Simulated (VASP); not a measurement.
# MoS2 (C2/m) in VASP: further runs

Runs on MoS2. Level: PBE+D3(BJ). Tasks: single point.

All numbers are computed with VASP 6.6.1; they aren't measurements. Logs are shortened: lines on timing, memory, paths and dates and some standing lists are left out, and cuts for length are marked.

## Step 1: The cell of the first run

The structure is monoclinic, space group C2/m (No. 12). Conventional cell: a = 5.429 Å, b = 3.134 Å, c = 18.570 Å, α = 90.00°, β = 91.40°, γ = 90.00°. Mo (site symmetry m) has 6 S at 2.42 Å and 6 Mo at 3.13 Å within 3.2 Å. Mo (site symmetry 2/m) has 6 S at 2.42 Å and 6 Mo at 3.13 Å within 3.2 Å. Within 3.3 Å of S (site symmetry m) lie 3 Mo at 2.42 Å and 9 S at 3.13 to 3.29 Å. S (site symmetry m) has 3 Mo at 2.42 Å and 6 S at 3.13 Å within 3.2 Å. Within 3.3 Å of S (site symmetry m) lie 3 Mo at 2.42 Å and 9 S at 3.13 to 3.29 Å.

## Step 2: Single point, PBE+D3(BJ) (the part above a cut slid along it)

Contents of INCAR:

```
PREC = Accurate ; ENCUT = 520
EDIFF = 1E-6 ; ISMEAR = 0
SIGMA = 0.15 ; LREAL = F
LASPH = T ; NELM = 60
ALGO = Fast ; ISIF = 2
LWAVE = F ; LCHARG = F
GGA = PE ; IVDW = 12
NBANDS = 49
```

Contents of KPOINTS:

```
Automatic mesh
0
Gamma
  14 14 3
```

Contents of POSCAR:

```
MoS2
1.0
   -1.5671157456     -2.7143240927      0.0000000000
    1.5671157456     -2.7143240927      0.0000000000
    0.0000000000     -0.4523873488     18.5649660373
Mo S
3 6
Direct
    0.9331726516      0.9331726516      0.8019281811
    0.3199667944      0.3199667944      0.1603984668
    0.6265697230      0.6265697230      0.4811633240
    0.9527096012      0.9527096012      0.5674847857
    0.2593125298      0.2593125298      0.8882496429
    0.6461066726      0.6461066726      0.2467199285
    0.9938269162      0.9938269162      0.0740770051
    0.3004298448      0.3004298448      0.3948418623
    0.6070327734      0.6070327734      0.7156067194
```

Potentials or basis: VASP PAW PBE potentials, release 64 (Mo_sv, S).

On the command line:

```bash
> cat potpaw_PBE.64/Mo_sv/POTCAR potpaw_PBE.64/S/POTCAR > POTCAR
> mpirun -np 1 vasp_std > vasp.out
```

OUTCAR:

```text
PREC = Accurate
   ENCUT = 520
   EDIFF = 1E-6
   ISMEAR = 0
   LREAL = F
   LASPH = T
   NELM = 60
   ISIF = 2
   GGA = PE
   IVDW = 12
 IVDW          = 12

 ion  position               nearest neighbor table
   1  0.933  0.933  0.802-   9 2.42   9 2.42   9 2.42   5 2.42   5 2.42   5 2.42
   2  0.320  0.320  0.160-   7 2.42   7 2.42   6 2.42   6 2.42   7 2.42   6 2.42
   3  0.627  0.627  0.481-   8 2.42   8 2.42   4 2.42   4 2.42   4 2.42   8 2.42
   4  0.953  0.953  0.567-   3 2.42   3 2.42   3 2.42
   5  0.259  0.259  0.888-   1 2.42   1 2.42   1 2.42
   6  0.646  0.646  0.247-   2 2.42   2 2.42   2 2.42
   7  0.994  0.994  0.074-   2 2.42   2 2.42   2 2.42
   8  0.300  0.300  0.395-   3 2.42   3 2.42   3 2.42
   9  0.607  0.607  0.716-   1 2.42   1 2.42   1 2.42

  LATTYP: Found a base centered monoclinic cell.
 ALAT       =     5.4286481854
 B/A-ratio  =     0.5773502692
 C/A-ratio  =     3.4208289849
 COS(beta)  =    -0.0243605669

  Lattice vectors:

 A1 = (   1.5671157456,   2.7143240927,   0.0000000000)
 A2 = (  -1.5671157456,   2.7143240927,   0.0000000000)
 A3 = (   0.0000000000,  -0.4523873488,  18.5649660373)

Analysis of symmetry for initial positions (statically):
=====================================================================
 Subroutine PRICEL returns:
 Original cell was already a primitive cell.

 Routine SETGRP: Setting up the symmetry group for a
 base centered monoclinic supercell.

 Subroutine GETGRP returns: Found  4 space group operations
 (whereof  2 operations were pure point group operations)
 out of a pool of  4 trial point group operations.

The static configuration has the point symmetry C_1h.
 The point group associated with its full space group is C_2h.

Analysis of symmetry for dynamics (positions and initial velocities):
=====================================================================
 Subroutine PRICEL returns:
 Original cell was already a primitive cell.

 Routine SETGRP: Setting up the symmetry group for a
 base centered monoclinic supercell.

 Subroutine GETGRP returns: Found  4 space group operations
 (whereof  2 operations were pure point group operations)
 out of a pool of  4 trial point group operations.

The dynamic configuration has the point symmetry C_1h.
 The point group associated with its full space group is C_2h.

 Subroutine INISYM returns: Found  4 space group operations
 (whereof  2 operations are pure point group operations),
 and found     1 'primitive' translations

----------------------------------------------------------------------------------------

                                     Primitive cell

  volume of cell :     157.9381

  direct lattice vectors                    reciprocal lattice vectors
    -1.567115746 -2.714324093  0.000000000    -0.319057480 -0.184207922 -0.004488741
     1.567115746 -2.714324093  0.000000000     0.319057480 -0.184207922 -0.004488741
     0.000000000 -0.452387349 18.564966037     0.000000000  0.000000000  0.053864898

  length of vectors
     3.134231491  3.134231491 18.570477061     0.368443188  0.368443188  0.053864898

  position of ions in fractional coordinates (direct lattice)
     0.933172652  0.933172652  0.801928181
     0.319966794  0.319966794  0.160398467
     0.626569723  0.626569723  0.481163324
     0.952709601  0.952709601  0.567484786
     0.259312530  0.259312530  0.888249643
     0.646106673  0.646106673  0.246719928
     0.993826916  0.993826916  0.074077005
     0.300429845  0.300429845  0.394841862
     0.607032773  0.607032773  0.715606719

  ion indices of the primitive-cell ions
   primitive index   ion index
                 1           1
                 2           2
                 3           3
                 4           4
                 5           5
                 6           6
                 7           7
                 8           8
                 9           9

----------------------------------------------------------------------------------------

 KPOINTS: Automatic mesh

Automatic generation of k-mesh.
 Grid dimensions read from file:
 generate k-points for:   14   14    3

 Generating k-lattice:

  Cartesian coordinates                     Fractional coordinates (reciprocal lattice)
    -0.022789820 -0.013157709 -0.000320624     0.071428571  0.000000000  0.000000000
     0.022789820 -0.013157709 -0.000320624     0.000000000  0.071428571  0.000000000
     0.000000000  0.000000000  0.017954966     0.000000000  0.000000000  0.333333333

  Length of vectors
     0.026317371  0.026317371  0.017954966

  Shift w.r.t. Gamma in fractional coordinates (k-lattice)
     0.000000000  0.000000000  0.000000000

 Subroutine IBZKPT returns following result:
 ===========================================

 Found    162 irreducible k-points:

 Following reciprocal coordinates:
            Coordinates               Weight
  0.000000  0.000000  0.000000      1.000000
  0.071429  0.000000  0.000000      4.000000
  0.142857  0.000000  0.000000      4.000000
  0.214286  0.000000  0.000000      4.000000
  0.285714  0.000000  0.000000      4.000000
  0.357143  0.000000  0.000000      4.000000
[... 16 lines left out ...]
  0.214286  0.142857  0.000000      4.000000
  0.285714  0.142857  0.000000      4.000000
 [... further k-points ...]
   k-points           NKPTS =    162   k-points in BZ     NKDIM =    162   number of bands    NBANDS=     49
   number of dos      NEDOS =    301   number of ions     NIONS =      9
   total plane-waves  NPLWV =  80640
   dimension x,y,z NGX =    24 NGY =   24 NGZ =  140
   dimension x,y,z NGXF=    48 NGYF=   48 NGZF=  280
   ions per type =               3   6
   NGX,Y,Z   is equivalent  to a cutoff of  12.73, 12.73, 12.53 a.u.
   NGXF,Y,Z  is equivalent  to a cutoff of  25.46, 25.46, 25.07 a.u.
 SYSTEM =  unknown system
   PREC   = accura    normal or accurate (medium, high low for compatibility)
   ISTART =      0    job   : 0-new  1-cont  2-samecut
   ICHARG =      2    charge: 1-file 2-atom 10-const
   ISPIN  =      1    spin polarized calculation?
   LNONCOLLINEAR =      F non collinear calculations
   LSORBIT =      F    spin-orbit coupling
   LASPH  =      T    aspherical Exc in radial PAW
   ENCUT  =  520.0 eV  38.22 Ry    6.18 a.u.   5.83  5.83 34.53*2*pi/ulx,y,z
   NELM   =     60;   NELMIN=  2; NELMDL= -5     # of ELM steps
   EDIFF  = 0.1E-05   stopping-criterion for ELM
   LREAL  =      F    real-space projection
   EDIFFG = 0.1E-04   stopping-criterion for IOM
   NSW    =      0    number of steps for IOM
   IBRION =     -1    ionic relax: 0-MD 1-quasi-New 2-CG
   NFREE  =      0    steps in history (QN), initial steepest desc. (CG)
   ISIF   =      2    stress and relaxation
   ISYM   =      2    0-nonsym 1-usesym 2-fastsym
   POTIM  = 0.5000    time-step for ionic-motion
   TEBEG  =    0.0;   TEEND  =   0.0 temperature during run
   PSTRESS=    0.0 pullay stress
   NELECT =      78.0000    total number of electrons
   NUPDOWN=      -1.0000    fix difference up-down
   EMIN   =  10.00;   EMAX   =-10.00  energy-range for DOS
   EFERMI =   0.00;   METHOD = LEGACY
   ISMEAR =     0;   SIGMA  =   0.15  broadening in eV -4-tet -1-fermi 0-gaus
   EFERMI_NEDOS =   21; number of points for ismear=-14 and -15
   IALGO  =     68    algorithm
   IMIX   =      4    mixing-type and parameters
     AMIX     =   0.40;   BMIX     =  1.00
     AMIX_MAG =   1.60;   BMIX_MAG =  1.00
  volume/ion in A,a.u.               =      17.55       118.42
  Fermi-wavevector in a.u.,A,eV,Ry     =   1.294029  2.445360 22.783111  1.674511
  Thomas-Fermi vector in A             =   2.425638
   LORBIT       =      0    0 simple, 1 ext, 2 COOP (PROOUT), +10 PAW based schemes
   GGA     = PE    functional components
   LHFCALC =     F    Hartree Fock is set to
   AEXX    =    0.0000 exact exchange contribution
   IVDW    =    12    specifies the selected vdW correction
   LEPSILON=     F    determine dielectric tensor
   LRPA    =     F    only Hartree local field effects (RPA)
 non-spin polarized calculation
 RMM-DIIS sequential band-by-band and
 Gauss-broadening in eV      SIGMA  =   0.15
  energy-cutoff  :      520.00
  volume of cell :      157.94
 maximum number of plane-waves:      4282
   NGX = 11   NGY = 11   NGZ = 69

 number of electron      78.0000001 magnetization

 Free energy of the ion-electron system (eV)
  ---------------------------------------------------
  ext. energy  EPLUGINS =         0.00000000
  ---------------------------------------------------
  free energy    TOTEN  =       -62.92116608 eV

  energy without entropy =      -62.89290939  energy(sigma->0) =      -62.90703774

 E-fermi :   7.8889     XC(G=0): -10.9335

 val. band max:        7.8803203666   @ k =   0.2857   0.1429   0.3333
 cond. band min:       7.9044920437   @ k =  -0.2143   0.2143   0.0000
 fundamental gap:      0.0241716770
 Fermi energy:         7.8889363609

 k-point     1 :       0.0000    0.0000    0.0000
  band No.  band energies     occupation
      1     -53.8305      2.00000
      2     -53.8305      2.00000
      3     -53.7883      2.00000
      4     -27.9209      2.00000
      5     -27.9209      2.00000
      6     -27.8842      2.00000
[... 41 lines left out ...]
     48      11.1796      0.00000
     49      11.2200      0.00000

 k-point     2 :       0.0714    0.0000    0.0000
  band No.  band energies     occupation
      1     -53.8282      2.00000
      2     -53.8282      2.00000
      3     -53.7861      2.00000
      4     -27.9167      2.00000
      5     -27.9167      2.00000
      6     -27.8800      2.00000
[... 41 lines left out ...]
     48      11.0031      0.00000
     49      11.1253      0.00000

 k-point     3 :       0.1429    0.0000    0.0000
  band No.  band energies     occupation
      1     -53.8219      2.00000
      2     -53.8219      2.00000
      3     -53.7798      2.00000
      4     -27.9048      2.00000
      5     -27.9048      2.00000
      6     -27.8681      2.00000
[... 1081 lines left out ...]
     48      10.6872      0.00000
     49      10.9747      0.00000

 k-point    24 :       0.2857    0.1429    0.0000
  band No.  band energies     occupation
      1     -53.8080      2.00000
      2     -53.8080      2.00000
      3     -53.7659      2.00000
      4     -27.9738      2.00000
      5     -27.9738      2.00000
      6     -27.9302      2.00000
[... 41 lines left out ...]
     48      10.6266      0.00000
     49      11.0097      0.00000

 [... further k-points ...]

------------------------ aborting loop because EDIFF is reached ----------------------------------------

 Edisp (eV)   -3.90375

 E8    (eV) :    -1.5772

  FORCE on cell =-STRESS in cart. coord.  units (eV):
  Direction    XX          YY          ZZ          XY          YZ          ZX
  --------------------------------------------------------------------------------------
  -------------------------------------------------------------------------------------
  Total      -0.06681    -0.08055    -0.57286     0.00000     0.10415     0.00000
  in kB      -0.67774    -0.81712    -5.81124     0.00000     1.05658     0.00000
  external pressure =       -2.44 kB  Pullay stress =        0.00 kB

 VOLUME and BASIS-vectors are now :
 -----------------------------------------------------------------------------
  energy-cutoff  :      520.00
  volume of cell :      157.94
      direct lattice vectors                 reciprocal lattice vectors
    -1.567115746 -2.714324093  0.000000000    -0.319057480 -0.184207922 -0.004488741
     1.567115746 -2.714324093  0.000000000     0.319057480 -0.184207922 -0.004488741
     0.000000000 -0.452387349 18.564966037     0.000000000  0.000000000  0.053864898

 POSITION                                       TOTAL-FORCE (eV/Angst)
 -----------------------------------------------------------------------------------
      0.00000     -5.42865     14.88777         0.000000     -0.012032      0.035151
      0.00000     -1.80955      2.97779         0.000000      0.012032     -0.035151
      0.00000     -3.61910      8.93278         0.000000      0.000000      0.000000
      0.00000     -5.42865     10.53534         0.000000     -0.000153     -0.005972
      0.00000     -1.80955     16.49032         0.000000     -0.010399      0.119788
      0.00000     -3.61910      4.58035         0.000000     -0.000971      0.013259
      0.00000     -5.42865      1.37524         0.000000      0.010399     -0.119788
      0.00000     -1.80955      7.33023         0.000000      0.000153      0.005972
      0.00000     -3.61910     13.28521         0.000000      0.000971     -0.013259
 -----------------------------------------------------------------------------------
    total drift:                                0.000000      0.000000      0.000014

  FREE ENERGIE OF THE ION-ELECTRON SYSTEM (eV)
  ---------------------------------------------------
  free  energy   TOTEN  =       -66.8249127316 eV

  energy  without entropy=      -66.7966560404  energy(sigma->0) =      -66.81078439
```

Wall time 25 min (1 thread of Oxide Virtual Turin-like, shared host); peak memory 0.9 GiB.

What came out:

```yaml
Free_energy: -66.8249 eV
Pressure: -0.2 GPa
Largest_force: 0.120 eV/Å
Band_gap_on_the_k_mesh: zero (bands 39 and 40 overlap by 0.44 eV)
Dispersion_energy_per_atom: -0.434 eV
```

Forces in eV/Å, atoms in the order of the input:
```
Mo   0.000 -0.012  0.035
Mo   0.000  0.012 -0.035
Mo   0.000  0.000  0.000
S    0.000  0.000 -0.006
S    0.000 -0.010  0.120
S    0.000 -0.001  0.013
S    0.000  0.010 -0.120
S    0.000  0.000  0.006
S    0.000  0.001 -0.013
```

Caveat: the cell differs from its parent crystal (the part above a cut slid along it).

## Step 3: Single point, PBE+D3(BJ) (the part above a cut slid along it)

Contents of INCAR:

```
  ALGO = Fast
  EDIFF = 1E-6
  ENCUT = 520
  GGA = PE
  ISIF = 2
  ISMEAR = 0
  IVDW = 12
  LASPH = T
  LCHARG = T
  LELF = T
  LREAL = F
  LVHAR = T
  LWAVE = F
  NBANDS = 49
  NELM = 60
  PREC = Accurate
  SIGMA = 0.15
```

Contents of KPOINTS:

```
k-points
0
Gamma
  14 14 3
```

Contents of POSCAR:

```
MoS2
1.0
   -1.5671157456     -2.7143240927      0.0000000000
    1.5671157456     -2.7143240927      0.0000000000
    0.0000000000     -4.0714861391     18.5649660373
Mo S
3 6
Direct
    0.3985538641      0.3985538641      0.8019281811
    0.2130344832      0.2130344832      0.1603984668
    0.3057941737      0.3057941737      0.4811633240
    0.5743864107      0.5743864107      0.5674847857
   -0.3328538988     -0.3328538988      0.8882496429
    0.4816267203      0.4816267203      0.2467199285
    0.9444422462      0.9444422462      0.0740770051
    0.0372019366      0.0372019366      0.3948418623
    0.1299616271      0.1299616271      0.7156067194
```

Potentials or basis: VASP PAW PBE potentials, release 64 (Mo_sv, S).

On the command line:

```bash
> cat potpaw_PBE.64/Mo_sv/POTCAR potpaw_PBE.64/S/POTCAR > POTCAR
> mpirun -np 1 vasp_std > vasp.out
```

OUTCAR:

```text
EDIFF = 1E-6
   ENCUT = 520
   GGA = PE
   ISIF = 2
   ISMEAR = 0
   IVDW = 12
   LASPH = T
   LREAL = F
   NELM = 60
   PREC = Accurate
 IVDW          = 12

 ion  position               nearest neighbor table
   1  0.399  0.399  0.802-   9 2.42   9 2.42   9 2.42   5 2.42   5 2.42   5 2.42
   2  0.213  0.213  0.160-   7 2.42   6 2.42   6 2.42   7 2.42   7 2.42   6 2.42
   3  0.306  0.306  0.481-   4 2.42   8 2.42   8 2.42   4 2.42   4 2.42   8 2.42
   4  0.574  0.574  0.567-   3 2.42   3 2.42   3 2.42
   5  0.667  0.667  0.888-   1 2.42   1 2.42   1 2.42
[... 1475 lines left out ...]
  Total      -0.01897    -0.06011    -0.56901     0.00000     0.00152     0.00000
  in kB      -0.19247    -0.60975    -5.77221     0.00000     0.01541     0.00000
  external pressure =       -2.19 kB  Pullay stress =        0.00 kB

 VOLUME and BASIS-vectors are now :
 -----------------------------------------------------------------------------
  energy-cutoff  :      520.00
  volume of cell :      157.94
      direct lattice vectors                 reciprocal lattice vectors
    -1.567115746 -2.714324093  0.000000000    -0.319057480 -0.184207922 -0.040398673
     1.567115746 -2.714324093  0.000000000     0.319057480 -0.184207922 -0.040398673
     0.000000000 -4.071486139 18.564966037     0.000000000  0.000000000  0.053864898

 POSITION                                       TOTAL-FORCE (eV/Angst)
 -----------------------------------------------------------------------------------
      0.00000     -5.42865     14.88777         0.000000      0.000996      0.047616
      0.00000     -1.80955      2.97779         0.000000     -0.000996     -0.047616
      0.00000     -3.61910      8.93278         0.000000     -0.000000      0.000000
      0.00000     -5.42865     10.53534         0.000000     -0.000093     -0.005506
      0.00000     -7.23820     16.49032         0.000000     -0.001648      0.101020
      0.00000     -3.61910      4.58035         0.000000      0.000122      0.017023
      0.00000     -5.42865      1.37524         0.000000      0.001648     -0.101020
      0.00000     -1.80955      7.33023         0.000000      0.000093      0.005506
      0.00000     -3.61910     13.28521         0.000000     -0.000122     -0.017023
 -----------------------------------------------------------------------------------
    total drift:                                0.000000      0.000019      0.000013

  FREE ENERGIE OF THE ION-ELECTRON SYSTEM (eV)
  ---------------------------------------------------
  free  energy   TOTEN  =       -66.8202784896 eV

  energy  without entropy=      -66.7916237373  energy(sigma->0) =      -66.80595111
```

OSZICAR:

```text
N       E                     dE             d eps       ncg     rms          rms(c)
DAV:   1     0.712118878462E+03    0.71212E+03   -0.43656E+04 17204   0.152E+03
DAV:   2    -0.258448970083E+02   -0.73796E+03   -0.71386E+03 19028   0.395E+02
DAV:   3    -0.663543765591E+02   -0.40509E+02   -0.39204E+02 19715   0.829E+01
DAV:   4    -0.674378565636E+02   -0.10835E+01   -0.10721E+01 19278   0.132E+01
DAV:   5    -0.674680895444E+02   -0.30233E-01   -0.30186E-01 20475   0.210E+00    0.410E+01
RMM:   6    -0.643494147384E+02    0.31187E+01   -0.25067E+01 16810   0.190E+01    0.148E+01
RMM:   7    -0.635145980059E+02    0.83482E+00   -0.63521E+00 16013   0.983E+00    0.115E+01
RMM:   8    -0.629384589366E+02    0.57614E+00   -0.23965E+00 16480   0.679E+00    0.217E+00
RMM:   9    -0.631155467485E+02   -0.17709E+00   -0.62914E-01 20633   0.261E+00    0.258E+00
RMM:  10    -0.629216502027E+02    0.19390E+00   -0.14275E-01 17742   0.136E+00    0.106E+00
RMM:  11    -0.629158283496E+02    0.58219E-02   -0.59770E-02 18132   0.957E-01    0.256E-01
RMM:  12    -0.629162160728E+02   -0.38772E-03   -0.12039E-02 20541   0.417E-01    0.101E-01
RMM:  13    -0.629163841398E+02   -0.16807E-03   -0.27580E-03 22308   0.149E-01    0.606E-02
RMM:  14    -0.629164083417E+02   -0.24202E-04   -0.45212E-04 21938   0.649E-02    0.343E-02
RMM:  15    -0.629164110138E+02   -0.26721E-05   -0.11892E-04 20496   0.323E-02    0.131E-02
RMM:  16    -0.629164138507E+02   -0.28370E-05   -0.28239E-05 20703   0.163E-02    0.101E-02
RMM:  17    -0.629164140916E+02   -0.24082E-06   -0.70186E-06 15894   0.726E-03
   1 F= -.66820278E+02 E0= -.66805951E+02  d E =-.286548E-01
```

stdout:

```text
POSCAR found type information on POSCAR MoS
 POSCAR found :  2 types and       9 ions
 scaLAPACK will be used
 LDA part: xc-table for (Slater+PW92), standard interpolation
 POSCAR, INCAR and KPOINTS ok, starting setup
 FFT: planning ... GRIDC
 FFT: planning ... GRID_SOFT
 FFT: planning ... GRID
 WAVECAR not read
 entering main loop
```

Run time: 40 min. Hardware: 1 thread of Oxide Virtual Turin-like, shared host; peak memory 0.89 GiB.

What came out:

```
Free energy                : -66.8203 eV
Pressure                   : -0.2 GPa
Largest force              : 0.101 eV/Å
Band gap on the k mesh     : zero (bands 39 and 40 overlap by 0.46 eV)
Dispersion energy per atom : -0.434 eV
```

Forces in eV/Å, atoms in the order of the input:
```
Mo   0.000  0.001  0.048
Mo   0.000 -0.001 -0.048
Mo   0.000  0.000  0.000
S    0.000  0.000 -0.006
S    0.000 -0.002  0.101
S    0.000  0.000  0.017
S    0.000  0.002 -0.101
S    0.000  0.000  0.006
S    0.000  0.000 -0.017
```

Caveat: the cell differs from its parent crystal (the part above a cut slid along it).

[end of part 1 of 3]

The gap in the log of VASP goes by the Fermi energy; the results here count the filled bands.